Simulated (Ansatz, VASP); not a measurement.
## La2MgGeF6: VASP beside Ansatz

INCAR

```
ALGO = Normal
EDIFF = 1E-6
ENCUT = 520
GGA = PE
ISIF = 2
ISMEAR = -5
LASPH = True
LCHARG = False
LREAL = False
LWAVE = False
NBANDS = 51
NELM = 100
PREC = Accurate
SIGMA = 0.1
```

The input KPOINTS:

```
k-points
0
Gamma
  4 4 4
```

POSCAR

```
La2MgGeF6
1.0
    2.9038430000      1.6765330000      4.6810950000
   -2.9038430000      1.6765330000      4.6810950000
    0.0000000000     -3.3530650000      4.6810950000
La Ge Mg F
2 1 1 6
Direct
    0.7520000000      0.7520000000      0.7520000000
    0.2480000000      0.2480000000      0.2480000000
    0.5030000000      0.5030000000      0.5030000000
    0.0000000000      0.0000000000      0.0000000000
    0.6900000000      0.2550000000      0.7890000000
    0.7890000000      0.6900000000      0.2550000000
    0.2550000000      0.7890000000      0.6900000000
    0.2080000000      0.3240000000      0.7350000000
    0.7350000000      0.2080000000      0.3240000000
    0.3240000000      0.7350000000      0.2080000000
```

Input for Ansatz:

```yaml
crystal:
  lattice:
    - [2.903843, 1.676533, 4.681095]
    - [-2.903843, 1.676533, 4.681095]
    - [0.0, -3.353065, 4.681095]
  atoms:
    - { symbol: La, position: [0.752, 0.752, 0.752] }
    - { symbol: Ge, position: [0.503, 0.503, 0.503] }
    - { symbol: Mg, position: [0.0, 0.0, 0.0] }
    - { symbol: F, position: [0.69, 0.255, 0.789] }
    - { symbol: F, position: [0.789, 0.69, 0.255] }
    - { symbol: F, position: [0.255, 0.789, 0.69] }
    - { symbol: F, position: [0.208, 0.324, 0.735] }
    - { symbol: F, position: [0.735, 0.208, 0.324] }
    - { symbol: F, position: [0.324, 0.735, 0.208] }
    - { symbol: La, position: [0.248, 0.248, 0.248] }
  symmetry: { tolerance: 0.0003 }
kpoints:
  mp_grid: { grid: [4, 4, 4], shift: [0, 0, 0] }
magnetization:
  spin_polarized: false
scf:
  occupations: { method: tetrahedron }
hamiltonian:
  pseudopotentials: { kind: paw }
  xc: pbe
basis:
  ecutwfc: "51.4 Ry"
output:
  forces: true
  stress: true
  eigenvalues: true
```

Alike in both runs: task single point; functional PBE; k mesh 4 × 4 × 4; occupations tetrahedron; no spin polarisation.

|  | VASP | Ansatz |
| --- | --- | --- |
| version | VASP 6.6.1 | Ansatz 0.2.0 |
| potentials or method | VASP PAW PBE potentials, release 64 (La, Ge_d, Mg, F), cutoff 520 eV | PAW plane waves |
| valence electrons in the cell | 80 | 88 |

|  | VASP | Ansatz | Ansatz less VASP |
| --- | --- | --- | --- |
| gap on the k mesh at the Fermi level (eV) | none | none | - |
| pressure (GPa) | 26.1 | 26.2 | +0.14 |
| rms of the force components (eV/Å) | 1.474 | 1.448 | -0.0257 |

A gap of «none» marks a metal or a gap that the smearing closes. VASP's potentials hold 80 valence electrons a cell and Ansatz's 88, so a difference there can come from the potentials and not from the codes. Ansatz's warnings: band table not solved further, structure snapped to symmetry, tetrahedron derivatives may miss energy slope.

Neither program's run includes spin-orbit coupling.
